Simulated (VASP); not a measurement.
# K4Mg3MnF12 (P4/mmm) in VASP: single point with PBEsol+U

Aim: the single point of K4Mg3MnF12 with PBEsol+U.

All numbers are computed with VASP 6.6.1; they aren't measurements. Logs are shortened: lines on timing, memory, paths and dates and some standing lists are left out, and cuts for length are marked.

**1. The cell of the first run**

It takes space group P4/mmm (No. 123, tetragonal). The conventional cell has a = 5.642 Å, b = 5.642 Å, c = 7.979 Å, α = 90.00°, β = 90.00°, γ = 90.00°. Within 3.7 Å of K (site symmetry 2mm) lie 12 F at 2.81 to 2.84 Å and 6 Mg at 3.44 to 3.47 Å and 2 Mn at 3.47 Å. Within 2.7 Å of Mn (site symmetry 4/mmm) lie 6 F at 2.06 to 2.07 Å. Mg (site symmetry 4/mmm) has 6 F at 1.92 to 2.00 Å within 2.6 Å. Within 2.6 Å of Mg (site symmetry 4/mmm) lie 6 F at 1.93 to 2.01 Å. Within 2.6 Å of Mg (site symmetry 4/mmm) lie 6 F at 1.98 to 1.99 Å. Within 2.6 Å of F (site symmetry m2m) lie 1 Mg at 1.93 Å and 1 Mn at 2.06 Å. F (site symmetry m2m) has 2 Mg at 1.99 to 2.00 Å within 2.6 Å. F (site symmetry 4mm) has 1 Mg at 1.92 Å and 1 Mn at 2.07 Å within 2.6 Å.

**2. Single point, PBEsol+U**

File INCAR:

```
  PREC = Accurate
  ENCUT = 520
  EDIFF = 1E-6
  ISMEAR = 0
  SIGMA = 0.05
  LREAL = Auto
  LASPH = T
  NELM = 150
  ALGO = Normal
  ISIF = 2
  LWAVE = F
  LCHARG = F
  LMAXMIX = 4
  LDAU = T
  LDAUTYPE = 2
  LDAUL = -1 2 -1 -1
  LDAUU = 0 3.5 0 0
  LDAUJ = 0 0 0 0
  LDAUPRINT = 1
  GGA = PS
  NBANDS = 86
```

File KPOINTS:

```
Automatic mesh
0
Gamma
  3 3 2
```

File POSCAR:

```
K4Mg3MnF12
1.0
    3.9897000000      3.9897000000      0.0000000000
   -3.9897000000      3.9897000000      0.0000000000
    0.0000000000      0.0000000000      7.9794000000
K Mn Mg F
4 1 3 12
Direct
    0.5000000000      0.0000000000      0.2525222559
    0.5000000000      0.0000000000      0.7474777441
    0.0000000000      0.5000000000      0.2525222559
    0.0000000000      0.5000000000      0.7474777441
    0.0000000000      0.0000000000      1.0000000000
    0.0000000000      0.0000000000      0.5000000000
    0.5000000000      0.5000000000      1.0000000000
    0.5000000000      0.5000000000      0.5000000000
    0.2579598194      0.7420401806      1.0000000000
    0.2504529799      0.7495470201      0.5000000000
    0.7420401806      0.2579598194      1.0000000000
    0.7495470201      0.2504529799      0.5000000000
    0.2579598194      0.2579598194      1.0000000000
    0.2504529799      0.2504529799      0.5000000000
    0.7420401806      0.7420401806      1.0000000000
    0.7495470201      0.7495470201      0.5000000000
    0.0000000000      0.0000000000      0.2589899289
    0.0000000000      0.0000000000      0.7410100711
    0.5000000000      0.5000000000      0.2516091629
    0.5000000000      0.5000000000      0.7483908371
```

Potentials or basis: VASP PAW PBE potentials, release 64 (K_sv, Mn_pv, Mg, F).

Launch:

```bash
$ cat potpaw_PBE.64/K_sv/POTCAR potpaw_PBE.64/Mn_pv/POTCAR potpaw_PBE.64/Mg/POTCAR potpaw_PBE.64/F/POTCAR > POTCAR
$ mpirun -np 1 vasp_std > vasp.out
```

OUTCAR:

```text
PREC = Accurate
   ENCUT = 520
   EDIFF = 1E-6
   ISMEAR = 0
   LREAL = Auto
   LASPH = T
   NELM = 150
   ISIF = 2
   GGA = PS

 ion  position               nearest neighbor table
   1  0.500  0.000  0.253-  10 2.81  12 2.81  14 2.81  16 2.81  19 2.82  19 2.82  17 2.82  17 2.82
                            13 2.84  11 2.84  15 2.84   9 2.84   8 3.44   6 3.44   6 3.44   8 3.44
   2  0.500  0.000  0.747-  10 2.81  12 2.81  14 2.81  16 2.81  20 2.82  20 2.82  18 2.82  18 2.82
                            13 2.84  11 2.84  15 2.84   9 2.84   8 3.44   6 3.44   6 3.44   8 3.44
   3  0.000  0.500  0.253-  10 2.81  12 2.81  14 2.81  16 2.81  19 2.82  19 2.82  17 2.82  17 2.82
                            13 2.84  11 2.84  15 2.84   9 2.84   6 3.44   6 3.44   8 3.44   8 3.44
   4  0.000  0.500  0.747-  10 2.81  12 2.81  14 2.81  16 2.81  20 2.82  20 2.82  18 2.82  18 2.82
                            13 2.84  11 2.84  15 2.84   9 2.84   6 3.44   6 3.44   8 3.44   8 3.44
   5  0.000  0.000  0.000-   9 2.06  11 2.06  13 2.06  15 2.06  17 2.07  18 2.07   3 3.47   4 3.47
                             1 3.47   2 3.47   3 3.47   4 3.47   1 3.47   2 3.47
   6  0.000  0.000  0.500-  17 1.92  18 1.92  14 2.00  16 2.00  10 2.00  12 2.00   3 3.44   4 3.44
                             1 3.44   2 3.44   3 3.44   4 3.44   1 3.44   2 3.44
   7  0.500  0.500  0.000-   9 1.93  11 1.93  13 1.93  15 1.93  19 2.01  20 2.01   3 3.47   4 3.47
                             1 3.47   2 3.47   1 3.47   2 3.47   3 3.47   4 3.47
   8  0.500  0.500  0.500-  19 1.98  20 1.98  14 1.99  16 1.99  10 1.99  12 1.99   3 3.44   4 3.44
                             1 3.44   2 3.44   1 3.44   2 3.44   3 3.44   4 3.44
   9  0.258  0.742  0.000-   7 1.93   5 2.06   3 2.84   4 2.84   1 2.84   2 2.84
  10  0.250  0.750  0.500-   8 1.99   6 2.00   3 2.81   4 2.81   1 2.81   2 2.81
  11  0.742  0.258  0.000-   7 1.93   5 2.06   3 2.84   4 2.84   1 2.84   2 2.84
  12  0.750  0.250  0.500-   8 1.99   6 2.00   3 2.81   4 2.81   1 2.81   2 2.81
  13  0.258  0.258  0.000-   7 1.93   5 2.06   3 2.84   4 2.84   1 2.84   2 2.84
  14  0.250  0.250  0.500-   8 1.99   6 2.00   3 2.81   4 2.81   1 2.81   2 2.81
  15  0.742  0.742  0.000-   7 1.93   5 2.06   3 2.84   4 2.84   1 2.84   2 2.84
  16  0.750  0.750  0.500-   8 1.99   6 2.00   3 2.81   4 2.81   1 2.81   2 2.81
  17  0.000  0.000  0.259-   6 1.92   5 2.07   1 2.82   3 2.82   3 2.82   1 2.82
  18  0.000  0.000  0.741-   6 1.92   5 2.07   2 2.82   4 2.82   4 2.82   2 2.82
  19  0.500  0.500  0.252-   8 1.98   7 2.01   1 2.82   3 2.82   1 2.82   3 2.82
  20  0.500  0.500  0.748-   8 1.98   7 2.01   2 2.82   4 2.82   2 2.82   4 2.82

  LATTYP: Found a simple tetragonal cell.
 ALAT       =     5.6422878498
 C/A-ratio  =     1.4142135624

  Lattice vectors:

 A1 = (   3.9897000000,   3.9897000000,   0.0000000000)
 A2 = (  -3.9897000000,   3.9897000000,   0.0000000000)
 A3 = (   0.0000000000,   0.0000000000,   7.9794000000)

Analysis of symmetry for initial positions (statically):
=====================================================================
 Subroutine PRICEL returns:
 Original cell was already a primitive cell.

 Routine SETGRP: Setting up the symmetry group for a
 simple tetragonal supercell.

 Subroutine GETGRP returns: Found 16 space group operations
 (whereof 16 operations were pure point group operations)
 out of a pool of 16 trial point group operations.

The static configuration has the point symmetry D_4h.

Analysis of symmetry for dynamics (positions and initial velocities):
=====================================================================
 Subroutine PRICEL returns:
 Original cell was already a primitive cell.

 Routine SETGRP: Setting up the symmetry group for a
 simple tetragonal supercell.

 Subroutine GETGRP returns: Found 16 space group operations
 (whereof 16 operations were pure point group operations)
 out of a pool of 16 trial point group operations.

The dynamic configuration has the point symmetry D_4h.

 Subroutine INISYM returns: Found 16 space group operations
 (whereof 16 operations are pure point group operations),
 and found     1 'primitive' translations

----------------------------------------------------------------------------------------

                                     Primitive cell

  volume of cell :     254.0275

  direct lattice vectors                    reciprocal lattice vectors
     3.989700000  3.989700000  0.000000000     0.125322706  0.125322706  0.000000000
    -3.989700000  3.989700000  0.000000000    -0.125322706  0.125322706  0.000000000
     0.000000000  0.000000000  7.979400000     0.000000000  0.000000000  0.125322706

  length of vectors
     5.642287850  5.642287850  7.979400000     0.177233070  0.177233070  0.125322706

  position of ions in fractional coordinates (direct lattice)
[... 85 lines left out ...]
   NGXF,Y,Z  is equivalent  to a cutoff of  24.75, 24.75, 25.00 a.u.
 SYSTEM =  unknown system
   PREC   = accura    normal or accurate (medium, high low for compatibility)
   ISTART =      0    job   : 0-new  1-cont  2-samecut
   ICHARG =      2    charge: 1-file 2-atom 10-const
   ISPIN  =      1    spin polarized calculation?
   LNONCOLLINEAR =      F non collinear calculations
   LSORBIT =      F    spin-orbit coupling
   LASPH  =      T    aspherical Exc in radial PAW
   ENCUT  =  520.0 eV  38.22 Ry    6.18 a.u.  10.49 10.49 14.84*2*pi/ulx,y,z
   NELM   =    150;   NELMIN=  2; NELMDL= -5     # of ELM steps
   EDIFF  = 0.1E-05   stopping-criterion for ELM
   LREAL  =      T    real-space projection
   EDIFFG = 0.1E-04   stopping-criterion for IOM
   NSW    =      0    number of steps for IOM
   IBRION =     -1    ionic relax: 0-MD 1-quasi-New 2-CG
   NFREE  =      0    steps in history (QN), initial steepest desc. (CG)
   ISIF   =      2    stress and relaxation
   ISYM   =      2    0-nonsym 1-usesym 2-fastsym
   POTIM  = 0.5000    time-step for ionic-motion
   TEBEG  =    0.0;   TEEND  =   0.0 temperature during run
   PSTRESS=    0.0 pullay stress
   NELECT =     139.0000    total number of electrons
   NUPDOWN=      -1.0000    fix difference up-down
   EMIN   =  10.00;   EMAX   =-10.00  energy-range for DOS
   EFERMI =   0.00;   METHOD = LEGACY
   ISMEAR =     0;   SIGMA  =   0.05  broadening in eV -4-tet -1-fermi 0-gaus
   EFERMI_NEDOS =   21; number of points for ismear=-14 and -15
   IALGO  =     38    algorithm
   IMIX   =      4    mixing-type and parameters
     AMIX     =   0.40;   BMIX     =  1.00
     AMIX_MAG =   1.60;   BMIX_MAG =  1.00
  volume/ion in A,a.u.               =      12.70        85.71
  Fermi-wavevector in a.u.,A,eV,Ry     =   1.339017  2.530376 24.394802  1.792967
  Thomas-Fermi vector in A             =   2.467442
   LORBIT       =      0    0 simple, 1 ext, 2 COOP (PROOUT), +10 PAW based schemes
 LDA+U is selected, type is set to LDAUTYPE =  2
   angular momentum for each species LDAUL =    -1    2   -1   -1
   U (eV)           for each species LDAUU =   0.0  3.5  0.0  0.0
   J (eV)           for each species LDAUJ =   0.0  0.0  0.0  0.0
   GGA     = PS    functional components
   LHFCALC =     F    Hartree Fock is set to
   AEXX    =    0.0000 exact exchange contribution
   IVDW    =     0    specifies the selected vdW correction
   LEPSILON=     F    determine dielectric tensor
   LRPA    =     F    only Hartree local field effects (RPA)
 non-spin polarized calculation
 Gauss-broadening in eV      SIGMA  =   0.05
  energy-cutoff  :      520.00
  volume of cell :      254.03
 maximum number of plane-waves:      6865
 NGX is ok and might be reduce to    42
   NGX = 21   NGY = 21   NGZ = 29

atom =   5  type =  2  l = 2

 onsite density matrix

spin component  1

  0.4881  0.0000 -0.0000  0.0000 -0.0000
  0.0000  0.9305  0.0000 -0.0000 -0.0000
 -0.0000  0.0000  0.0954  0.0000  0.0000
  0.0000 -0.0000  0.0000  0.9305 -0.0000
 -0.0000 -0.0000  0.0000 -0.0000  0.1088

spin component  2

  0.4881  0.0000 -0.0000  0.0000 -0.0000
  0.0000  0.9305  0.0000 -0.0000 -0.0000
 -0.0000  0.0000  0.0954  0.0000  0.0000
  0.0000 -0.0000  0.0000  0.9305 -0.0000
 -0.0000 -0.0000  0.0000 -0.0000  0.1088

 occupancies and eigenvectors

  o =  0.0954  v =  0.0000  0.0000 -1.0000 -0.0000  0.0000  0.0000  0.0000  0.0000  0.0000  0.0000      0.0000  0.0000  0.0000  0.0000  0.0000  0.0000  0.0000  0.0000  0.0000  0.0000
  o =  0.0954  v =  0.0000  0.0000  0.0000  0.0000  0.0000  0.0000  0.0000 -1.0000 -0.0000  0.0000      0.0000  0.0000  0.0000  0.0000  0.0000  0.0000  0.0000  0.0000  0.0000  0.0000
  o =  0.1088  v =  0.0000  0.0000  0.0000  0.0000  0.0000  0.0000 -0.0000  0.0000 -0.0000  1.0000      0.0000  0.0000  0.0000  0.0000  0.0000  0.0000  0.0000  0.0000  0.0000  0.0000
  o =  0.1088  v =  0.0000 -0.0000  0.0000 -0.0000  1.0000  0.0000  0.0000  0.0000  0.0000  0.0000      0.0000  0.0000  0.0000  0.0000  0.0000  0.0000  0.0000  0.0000  0.0000  0.0000
  o =  0.4881  v =  1.0000  0.0000  0.0000  0.0000  0.0000  0.0000  0.0000  0.0000  0.0000  0.0000      0.0000  0.0000  0.0000  0.0000  0.0000  0.0000  0.0000  0.0000  0.0000  0.0000
  o =  0.4881  v =  0.0000  0.0000  0.0000  0.0000  0.0000  1.0000  0.0000  0.0000  0.0000  0.0000      0.0000  0.0000  0.0000  0.0000  0.0000  0.0000  0.0000  0.0000  0.0000  0.0000
  o =  0.9305  v =  0.0000  0.0000  0.0000  0.0000  0.0000  0.0000  0.9905  0.0000  0.1379  0.0000      0.0000  0.0000  0.0000  0.0000  0.0000  0.0000  0.0000  0.0000  0.0000  0.0000
  o =  0.9305  v =  0.0000  0.9905  0.0000  0.1379  0.0000  0.0000  0.0000  0.0000  0.0000  0.0000      0.0000  0.0000  0.0000  0.0000  0.0000  0.0000  0.0000  0.0000  0.0000  0.0000
  o =  0.9305  v =  0.0000  0.1379 -0.0000 -0.9905 -0.0000  0.0000  0.0000  0.0000  0.0000  0.0000      0.0000  0.0000  0.0000  0.0000  0.0000  0.0000  0.0000  0.0000  0.0000  0.0000
  o =  0.9305  v =  0.0000  0.0000  0.0000  0.0000  0.0000  0.0000  0.1379 -0.0000 -0.9905 -0.0000      0.0000  0.0000  0.0000  0.0000  0.0000  0.0000  0.0000  0.0000  0.0000  0.0000

 number of electron     138.9999909 magnetization

 Free energy of the ion-electron system (eV)
  ---------------------------------------------------
  ext. energy  EPLUGINS =         0.00000000
  ---------------------------------------------------
  free energy    TOTEN  =       -99.80599441 eV

  energy without entropy =      -99.78724744  energy(sigma->0) =      -99.79662092

 E-fermi :   2.3779     XC(G=0): -10.0739

 val. band max:        2.3574473430   @ k =   0.3333   0.0000   0.5000
 cond. band min:       2.4126989519   @ k =   0.3333   0.3333   0.5000
 fundamental gap:      0.0552516090
 Fermi energy:         2.3778581735

 k-point     1 :       0.0000    0.0000    0.0000
  band No.  band energies     occupation
      1     -45.3090      2.00000
      2     -45.3090      2.00000
      3     -44.0874      2.00000
      4     -27.0105      2.00000
      5     -26.9803      2.00000
      6     -26.9597      2.00000
[... 493 lines left out ...]
     80       9.5288      0.00000
     81       9.8227      0.00000
 [bands above 81 left out]

------------------------ aborting loop because EDIFF is reached ----------------------------------------

  FORCE on cell =-STRESS in cart. coord.  units (eV):
  Direction    XX          YY          ZZ          XY          YZ          ZX
  --------------------------------------------------------------------------------------
  -------------------------------------------------------------------------------------
  Total       -0.9803022     -0.9803022      0.9799389      0.0000000      0.0000000     -0.0000000
  in kB       -6.1828662     -6.1828662      6.1805746      0.0000000      0.0000000     -0.0000000
  external PRESSURE =      -2.0617193 kB  Pullay stress =       0.0000000 kB

 VOLUME and BASIS-vectors are now :
 -----------------------------------------------------------------------------
  energy-cutoff  :      520.00
  volume of cell :      254.03
      direct lattice vectors                 reciprocal lattice vectors
     3.989700000  3.989700000  0.000000000     0.125322706  0.125322706  0.000000000
    -3.989700000  3.989700000  0.000000000    -0.125322706  0.125322706  0.000000000
     0.000000000  0.000000000  7.979400000     0.000000000  0.000000000  0.125322706

 POSITION                                       TOTAL-FORCE (eV/Angst)
 -----------------------------------------------------------------------------------
      1.99485      1.99485      2.01498         0.000000     -0.000000     -0.002509
      1.99485      1.99485      5.96442         0.000000     -0.000000      0.002509
     -1.99485      1.99485      2.01498         0.000000     -0.000000     -0.002509
     -1.99485      1.99485      5.96442         0.000000     -0.000000      0.002509
      0.00000      0.00000      0.00000         0.000000     -0.000000      0.000000
      0.00000      0.00000      3.98970         0.000000     -0.000000      0.000000
[... 12 lines left out ...]
      0.00000      3.98970      2.00769         0.000000     -0.000000     -0.096619
      0.00000      3.98970      5.97171         0.000000     -0.000000      0.096619
 -----------------------------------------------------------------------------------
    total drift:                               -0.000000      0.000000      0.000000

  FREE ENERGIE OF THE ION-ELECTRON SYSTEM (eV)
  ---------------------------------------------------
  free  energy   TOTEN  =       -99.8059944065 eV

  energy  without entropy=      -99.7872474419  energy(sigma->0) =      -99.79662092
```

It took 5 min on 1 thread of Intel Xeon Platinum 8259CL at 2.50GHz (Skylake/Cascade Lake), shared host; peak memory 0.36 GiB.

Results:

```
Free energy            : -99.8060 eV
Pressure               : -0.2 GPa
Largest force          : 1.097 eV/Å
Band gap on the k mesh : zero (an odd number of electrons rules out a gap without spin polarisation)
```

Forces on the atoms (eV/Å):
```
K    0.000  0.000 -0.003
K    0.000  0.000  0.003
K    0.000  0.000 -0.003
K    0.000  0.000  0.003
Mn   0.000  0.000  0.000
Mg   0.000  0.000  0.000
Mg   0.000  0.000  0.000
Mg   0.000  0.000  0.000
F   -1.097  0.000  0.000
F    0.019  0.000  0.000
F    1.097  0.000  0.000
F   -0.019  0.000  0.000
F    0.000 -1.097  0.000
F    0.000  0.019  0.000
F    0.000  1.097  0.000
F    0.000 -0.019  0.000
F    0.000  0.000 -0.699
F    0.000  0.000  0.699
F    0.000  0.000 -0.097
F    0.000  0.000  0.097
```

Levels at points of the mesh, in eV from the Fermi level:
```csv
k point,band 66,band 67,band 68,band 69,band 70,band 71,band 72,band 73,band 74,band 75
"(0.00, 0.00, 0.00)",-3.92,-3.85,-0.60,-0.60,-0.07,2.38,3.07,3.16,6.02,6.04
"(0.00, 0.00, 0.50)",-4.14,-3.85,-0.59,-0.59,-0.07,2.38,3.08,4.10,4.33,6.52
```

Eigenvalues of the final occupation matrices:
```tsv
site	spin	trace	eigenvalues
site 5 d	1	2.55	0.10 0.11 0.49 0.93 0.93
site 5 d	2	2.55	0.10 0.11 0.49 0.93 0.93
```

Caveat: the k points lie up to 0.39 Å⁻¹ apart, too coarse for converged energies and pressures of a metal; the PAW data sets were made with another functional, which shifts forces and pressure a little; an odd number of electrons without spin polarisation forces a metal; a magnetic or distorted state may lie lower; the run has no spin polarisation, though such a crystal can be magnetic; U without spin polarisation on a metal has little footing.
